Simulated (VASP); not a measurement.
# KCl: single point with PBEsol

Crystal: KCl.

```
K Cl
1.0
     0.00000    2.90361    3.40859
     2.90361    0.00000    3.40859
     2.90361    2.90361    0.00000
K Cl
1 1
Direct
  0.00000 0.00000 0.00000
  0.50000 0.50000 0.50000
```

This cell differs from its parent crystal: strain -0.080 along x and y, +0.080 along z.

| Quantity | Value |
| --- | --- |
| Program | VASP 6.6.1 |
| Task | single point |
| Functional | PBEsol |
| Potentials or basis | VASP PAW PBE potentials, release 64 (K_sv, Cl) |
| Cutoff | 520 eV |
| k mesh | 6 × 6 × 6 |
| Occupations | gaussian, width 0.05 eV |
| Spin | no spin polarisation |

The pressure is 2.9 GPa and the band gap on the k mesh is 5.11 eV, direct.

Stress tensor (GPa, compression positive):
```
 5.15  0.00  0.00
 0.00  5.15  0.00
 0.00  0.00 -1.56
```

Levels at points of the mesh, in eV from the valence-band top:
```
           k point  band 6  band 7  band 8  band 9  band 10  band 11
(0.00, 0.00, 0.00)   -0.17    0.00    0.00    5.11     7.56     8.69
(0.50, 0.00, 0.00)   -1.35   -0.53   -0.51    7.52     8.60    10.70
(0.50, 0.50, 0.00)   -0.95   -0.15   -0.15    6.35     8.60     9.59
(0.50, 0.00, 0.50)   -0.66   -0.37   -0.34    6.23     8.54    10.53
```

It took 11 s on 1 thread of Intel(R) Xeon(R) 6975P-C (Granite Rapids) (shared host), peak memory 0.19 GiB.

Caveat: the cell differs from its parent crystal (strain -0.080 along x and y, +0.080 along z); the PAW data sets were made with another functional, which shifts forces and pressure a little.
